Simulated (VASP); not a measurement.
# Si2N (Cmmm) in VASP: notebook

Si2N is run at these levels: PBE; tasks: single point, relaxation of cell and atoms.

Program: VASP 6.6.1. These are calculated values, not measurements. Logs are shortened: lines on timing, memory, paths and dates and some standing lists are left out, and cuts for length are marked.

## 1. The cell of the first run

Symmetry: Cmmm, No. 65, orthorhombic system. The conventional cell has a = 4.296 Å, b = 7.429 Å, c = 2.620 Å, α = 90.00°, β = 90.00°, γ = 90.00°. Si (site symmetry m2m) has 2 N at 1.87 Å and 2 Si at 2.39 Å within 2.5 Å. N (site symmetry mmm) has 4 Si at 1.87 Å within 2.5 Å.

## 2. Single point, PBE

INCAR

```
SYSTEM = Si2N
  ALGO = Normal
  EDIFF = 1E-6
  ENCUT = 520
  GGA = PE
  ISIF = 2
  ISMEAR = 0
  LASPH = .TRUE.
  LCHARG = .TRUE.
  LELF = .TRUE.
  LREAL = .FALSE.
  LVHAR = .TRUE.
  LWAVE = .FALSE.
  NBANDS = 14
  NELM = 100
  PREC = Accurate
  SIGMA = 0.1
```

KPOINTS

```
k-points
0
G
  12 12 18
  0 0 0
```

POSCAR

```
Si2N
1.0
    2.1478793893     -3.7146916365      0.0000000000
    2.1478793893      3.7146916365      0.0000000000
    0.0000000000      0.0000000000      2.6199760071
Si N
2 1
Direct
    0.3207857220      0.6792142780      0.5000000000
    0.6792142780      0.3207857220      0.5000000000
    0.5000000000      0.5000000000      0.0000000000
```

Potentials or basis: VASP PAW PBE potentials, release 64 (Si, N).

Run with:

```
$ cat potpaw_PBE.64/Si/POTCAR potpaw_PBE.64/N/POTCAR > POTCAR
$ mpirun -np 1 vasp_std > vasp.out
```

OUTCAR:

```text
SYSTEM = Si2N
   EDIFF = 1E-6
   ENCUT = 520
   GGA = PE
   ISIF = 2
   ISMEAR = 0
   LASPH = .TRUE.
   LREAL = .FALSE.
   NELM = 100
   PREC = Accurate

 ion  position               nearest neighbor table
   1  0.321  0.679  0.500-   3 1.87   3 1.87   2 2.39   2 2.39   2 2.66
   2  0.679  0.321  0.500-   3 1.87   3 1.87   1 2.39   1 2.39   1 2.66
   3  0.500  0.500  0.000-   1 1.87   2 1.87   1 1.87   2 1.87

  LATTYP: Found a base centered orthorhombic cell.
 ALAT       =     4.2957587786
 B/A-ratio  =     1.7294693804
 C/A-ratio  =     0.6098983072

  Lattice vectors:

 A1 = (   2.1478793893,  -3.7146916365,   0.0000000000)
 A2 = (   2.1478793893,   3.7146916365,   0.0000000000)
 A3 = (   0.0000000000,   0.0000000000,   2.6199760071)

Analysis of symmetry for initial positions (statically):
=====================================================================
 Subroutine PRICEL returns:
 Original cell was already a primitive cell.

 Routine SETGRP: Setting up the symmetry group for a
 base centered orthorhombic supercell.

 Subroutine GETGRP returns: Found  8 space group operations
 (whereof  8 operations were pure point group operations)
 out of a pool of  8 trial point group operations.

The static configuration has the point symmetry D_2h.

Analysis of symmetry for dynamics (positions and initial velocities):
=====================================================================
 Subroutine PRICEL returns:
 Original cell was already a primitive cell.

 Routine SETGRP: Setting up the symmetry group for a
 base centered orthorhombic supercell.

 Subroutine GETGRP returns: Found  8 space group operations
 (whereof  8 operations were pure point group operations)
 out of a pool of  8 trial point group operations.

The dynamic configuration has the point symmetry D_2h.

 Subroutine INISYM returns: Found  8 space group operations
 (whereof  8 operations are pure point group operations),
 and found     1 'primitive' translations

----------------------------------------------------------------------------------------

                                     Primitive cell

  volume of cell :      41.8081

  direct lattice vectors                    reciprocal lattice vectors
     2.147879389 -3.714691637  0.000000000     0.232787745 -0.134600675  0.000000000
     2.147879389  3.714691637  0.000000000     0.232787745  0.134600675  0.000000000
     0.000000000  0.000000000  2.619976007     0.000000000  0.000000000  0.381682885

  length of vectors
     4.290957915  4.290957915  2.619976007     0.268900494  0.268900494  0.381682885

  position of ions in fractional coordinates (direct lattice)
     0.320785722  0.679214278  0.500000000
     0.679214278  0.320785722  0.500000000
     0.500000000  0.500000000  0.000000000

  ion indices of the primitive-cell ions
   primitive index   ion index
                 1           1
                 2           2
                 3           3

----------------------------------------------------------------------------------------

 KPOINTS: k-points

Automatic generation of k-mesh.
 Grid dimensions read from file:
 generate k-points for:   12   12   18

 Generating k-lattice:

  Cartesian coordinates                     Fractional coordinates (reciprocal lattice)
     0.019398979 -0.011216723  0.000000000     0.083333333 -0.000000000  0.000000000
     0.019398979  0.011216723  0.000000000    -0.000000000  0.083333333  0.000000000
     0.000000000  0.000000000  0.021204605     0.000000000  0.000000000  0.055555556

  Length of vectors
     0.022408375  0.022408375  0.021204605

  Shift w.r.t. Gamma in fractional coordinates (k-lattice)
     0.000000000  0.000000000  0.000000000

 Subroutine IBZKPT returns following result:
 ===========================================

 Found    430 irreducible k-points:

 Following reciprocal coordinates:
            Coordinates               Weight
  0.000000  0.000000  0.000000      1.000000
  0.083333 -0.000000  0.000000      4.000000
  0.166667  0.000000  0.000000      4.000000
  0.250000  0.000000  0.000000      4.000000
  0.333333 -0.000000  0.000000      4.000000
  0.416667  0.000000  0.000000      4.000000
[... 16 lines left out ...]
  0.500000  0.166667  0.000000      4.000000
 -0.416667  0.166667  0.000000      4.000000
 [... further k-points ...]
   k-points           NKPTS =    430   k-points in BZ     NKDIM =    430   number of bands    NBANDS=     14
   number of dos      NEDOS =    301   number of ions     NIONS =      3
   total plane-waves  NPLWV =  20480
   dimension x,y,z NGX =    32 NGY =   32 NGZ =   20
   dimension x,y,z NGXF=    64 NGYF=   64 NGZF=   40
   ions per type =               2   1
   NGX,Y,Z   is equivalent  to a cutoff of  12.40, 12.40, 12.69 a.u.
   NGXF,Y,Z  is equivalent  to a cutoff of  24.80, 24.80, 25.38 a.u.
 SYSTEM =  Si2N
   PREC   = accura    normal or accurate (medium, high low for compatibility)
   ISTART =      0    job   : 0-new  1-cont  2-samecut
   ICHARG =      2    charge: 1-file 2-atom 10-const
   ISPIN  =      1    spin polarized calculation?
   LNONCOLLINEAR =      F non collinear calculations
   LSORBIT =      F    spin-orbit coupling
   LASPH  =      T    aspherical Exc in radial PAW
   ENCUT  =  520.0 eV  38.22 Ry    6.18 a.u.   7.98  7.98  4.87*2*pi/ulx,y,z
   NELM   =    100;   NELMIN=  2; NELMDL= -5     # of ELM steps
   EDIFF  = 0.1E-05   stopping-criterion for ELM
   LREAL  =      F    real-space projection
   EDIFFG = 0.1E-04   stopping-criterion for IOM
   NSW    =      0    number of steps for IOM
   IBRION =     -1    ionic relax: 0-MD 1-quasi-New 2-CG
   NFREE  =      0    steps in history (QN), initial steepest desc. (CG)
   ISIF   =      2    stress and relaxation
   ISYM   =      2    0-nonsym 1-usesym 2-fastsym
   POTIM  = 0.5000    time-step for ionic-motion
   TEBEG  =    0.0;   TEEND  =   0.0 temperature during run
   PSTRESS=    0.0 pullay stress
   NELECT =      13.0000    total number of electrons
   NUPDOWN=      -1.0000    fix difference up-down
   EMIN   =  10.00;   EMAX   =-10.00  energy-range for DOS
   EFERMI =   0.00;   METHOD = LEGACY
   ISMEAR =     0;   SIGMA  =   0.10  broadening in eV -4-tet -1-fermi 0-gaus
   EFERMI_NEDOS =   21; number of points for ismear=-14 and -15
   IALGO  =     38    algorithm
   IMIX   =      4    mixing-type and parameters
     AMIX     =   0.40;   BMIX     =  1.00
     AMIX_MAG =   1.60;   BMIX_MAG =  1.00
  volume/ion in A,a.u.               =      13.94        94.04
  Fermi-wavevector in a.u.,A,eV,Ry     =   1.109096  2.095888 16.736456  1.230095
  Thomas-Fermi vector in A             =   2.245632
   LORBIT       =      0    0 simple, 1 ext, 2 COOP (PROOUT), +10 PAW based schemes
   GGA     = PE    functional components
   LHFCALC =     F    Hartree Fock is set to
   AEXX    =    0.0000 exact exchange contribution
   IVDW    =     0    specifies the selected vdW correction
   LEPSILON=     F    determine dielectric tensor
   LRPA    =     F    only Hartree local field effects (RPA)
 non-spin polarized calculation
 Gauss-broadening in eV      SIGMA  =   0.10
  energy-cutoff  :      520.00
  volume of cell :       41.81
 maximum number of plane-waves:      1144
   NGX = 15   NGY = 15   NGZ =  9

 number of electron      13.0000001 magnetization

 Free energy of the ion-electron system (eV)
  ---------------------------------------------------
  ext. energy  EPLUGINS =         0.00000000
  ---------------------------------------------------
  free energy    TOTEN  =       -18.94044378 eV

  energy without entropy =      -18.93849906  energy(sigma->0) =      -18.93947142

 E-fermi :   7.8955     XC(G=0): -10.1956

 val. band max:        7.8649116306   @ k =   0.5000   0.3333   0.3889
 cond. band min:       7.9052645546   @ k =   0.4167   0.3333   0.0000
 fundamental gap:      0.0403529240
 Fermi energy:         7.8954926620

 k-point     1 :       0.0000    0.0000    0.0000
  band No.  band energies     occupation
      1     -11.2951      2.00000
      2      -1.9475      2.00000
      3      -1.4428      2.00000
      4       2.4563      2.00000
      5       3.4011      2.00000
      6       3.6260      2.00000
      7       6.8514      2.00000
      8      11.1588      0.00000
      9      13.4192      0.00000
     10      14.3474      0.00000
     11      15.6163      0.00000
     12      16.3082      0.00000
     13      18.0611      0.00000
     14      18.1283      0.00000

 k-point     2 :       0.0833   -0.0000    0.0000
  band No.  band energies     occupation
      1     -11.2785      2.00000
      2      -2.2746      2.00000
      3      -1.1633      2.00000
      4       2.3528      2.00000
      5       3.4293      2.00000
      6       3.6295      2.00000
      7       7.1108      2.00000
      8      11.2912      0.00000
      9      13.3783      0.00000
     10      14.2066      0.00000
     11      15.6418      0.00000
     12      16.2586      0.00000
     13      18.0494      0.00000
     14      18.2770      0.00000

 k-point     3 :       0.1667    0.0000    0.0000
  band No.  band energies     occupation
      1     -11.2325      2.00000
      2      -2.7615      2.00000
      3      -0.8095      2.00000
      4       2.0311      2.00000
      5       3.6343      2.00000
      6       3.6388      2.00000
      7       7.7780      1.90333
      8      11.6309      0.00000
      9      13.1740      0.00000
     10      13.8871      0.00000
     11      15.8525      0.00000
     12      16.1315      0.00000
     13      18.0089      0.00000
     14      18.5508      0.00000
[... 324 lines left out ...]
 k-point    23 :       0.5000    0.1667    0.0000
  band No.  band energies     occupation
      1     -10.9951      2.00000
      2      -4.2671      2.00000
      3      -0.1671      2.00000
      4       1.7147      2.00000
      5       3.6850      2.00000
      6       5.2607      2.00000
      7       9.1423      0.00000
      8      10.6996      0.00000
      9      13.2293      0.00000
     10      13.8955      0.00000
     11      15.2256      0.00000
     12      16.3386      0.00000
     13      17.7212      0.00000
     14      18.4974      0.00000

 k-point    24 :      -0.4167    0.1667    0.0000
  band No.  band energies     occupation
      1     -11.0278      2.00000
      2      -4.2611      2.00000
      3       0.3315      2.00000
      4       1.5067      2.00000
      5       3.6794      2.00000
      6       5.2904      2.00000
      7       8.1489      0.00034
      8      10.6989      0.00000
      9      13.3066      0.00000
     10      13.8510      0.00000
     11      15.1426      0.00000
     12      16.6264      0.00000
     13      17.8499      0.00000
     14      18.9493      0.00000

 [... further k-points ...]

------------------------ aborting loop because EDIFF is reached ----------------------------------------

  FORCE on cell =-STRESS in cart. coord.  units (eV):
  Direction    XX          YY          ZZ          XY          YZ          ZX
  --------------------------------------------------------------------------------------
  -------------------------------------------------------------------------------------
  Total       -0.0245803     -0.0496777     -0.0243498      0.0000000      0.0000000      0.0000000
  in kB       -0.9419724     -1.9037597     -0.9331379      0.0000000      0.0000000      0.0000000
  external PRESSURE =      -1.2596233 kB  Pullay stress =       0.0000000 kB

 VOLUME and BASIS-vectors are now :
 -----------------------------------------------------------------------------
  energy-cutoff  :      520.00
  volume of cell :       41.81
      direct lattice vectors                 reciprocal lattice vectors
     2.147879389 -3.714691637  0.000000000     0.232787745 -0.134600675  0.000000000
     2.147879389  3.714691637  0.000000000     0.232787745  0.134600675  0.000000000
     0.000000000  0.000000000  2.619976007     0.000000000  0.000000000  0.381682885

 POSITION                                       TOTAL-FORCE (eV/Angst)
 -----------------------------------------------------------------------------------
      2.14788      1.33145      1.30999         0.000000     -0.010605      0.000000
      2.14788     -1.33145      1.30999         0.000000      0.010605     -0.000000
      2.14788      0.00000      0.00000         0.000000     -0.000000     -0.000000
 -----------------------------------------------------------------------------------
    total drift:                                0.000000     -0.000000     -0.000000

  FREE ENERGIE OF THE ION-ELECTRON SYSTEM (eV)
  ---------------------------------------------------
  free  energy   TOTEN  =       -18.9404437754 eV

  energy  without entropy=      -18.9384990618  energy(sigma->0) =      -18.93947142
```

It took 100 s on 1 thread of Intel Xeon Platinum 8259CL at 2.50GHz (Skylake/Cascade Lake), shared host; peak memory 0.32 GiB.

What came out:

```yaml
Free_energy: -18.9404 eV
Pressure: -0.1 GPa
Largest_force: 0.011 eV/Å
```

Forces on the atoms (eV/Å):
```
Si   0.000 -0.011  0.000
Si   0.000  0.011  0.000
N    0.000  0.000  0.000
```

Stress tensor (GPa, compression positive):
```
-0.09  0.00  0.00
 0.00 -0.19  0.00
 0.00  0.00 -0.09
```

(Continued in part 2 of 3.)
